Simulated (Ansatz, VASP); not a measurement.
One calculation of B, two programs

Contents of INCAR:

```
ALGO = Normal ; EDIFF = 1E-7
ENCUT = 520 ; GGA = PE
ISIF = 2 ; ISMEAR = -1
LASPH = T ; LCHARG = T
LELF = T ; LREAL = F
LVHAR = T ; LWAVE = F
NBANDS = 8 ; NELM = 80
PREC = Accurate ; SIGMA = 0.05
```

File KPOINTS:

```
k-points
0
Gamma
  22 22 22
```

Contents of POSCAR:

```
B
1.0
    1.6569155180      0.0000000000      0.0000000000
    0.0000000000      1.6569155180      0.0000000000
    0.0000000000      0.0000000000      1.6569155180
B
1
Direct
    0.0000000000      0.0000000000      0.0000000000
```

Input for Ansatz:

```yaml
crystal:
  lattice:
    - [1.656915518, 0.0, 0.0]
    - [0.0, 1.656915518, 0.0]
    - [0.0, 0.0, 1.656915518]
  atoms:
    - { symbol: B, position: [0.0, 0.0, 0.0] }
kpoints:
  mp_grid: { grid: [22, 22, 22] }
scf:
  occupations: { method: fermi_dirac, width: 0.05 }
hamiltonian:
  xc: pbe
  pseudopotentials: { kind: all_electron, lapw: { basis_error: 0.001 } }
output:
  forces: true
  stress: true
  eigenvalues: true
  populations: true
```

Change from the starting cell: volume scaled by 0.68, LAPW.

Alike in both runs: task single point; functional PBE; k mesh 22 × 22 × 22; occupations fermi-dirac, width 0.05 eV; no spin polarisation.

|  | VASP | Ansatz |
| --- | --- | --- |
| version | VASP 6.6.1 | Ansatz 0.2.0 |
| potentials or method | VASP PAW PBE potentials, release 64 (B), cutoff 520 eV | all-electron LAPW, scalar-relativistic |

```tsv
	VASP	Ansatz	Ansatz less VASP
pressure (GPa)	179.6	179.2	-0.47
```

Both programs put the cell under a high pressure, so it lies far from rest at this level. Ansatz ran all-electron here, and VASP with PAW potentials.

Noted on VASP's run: the cell as given lies far from equilibrium.
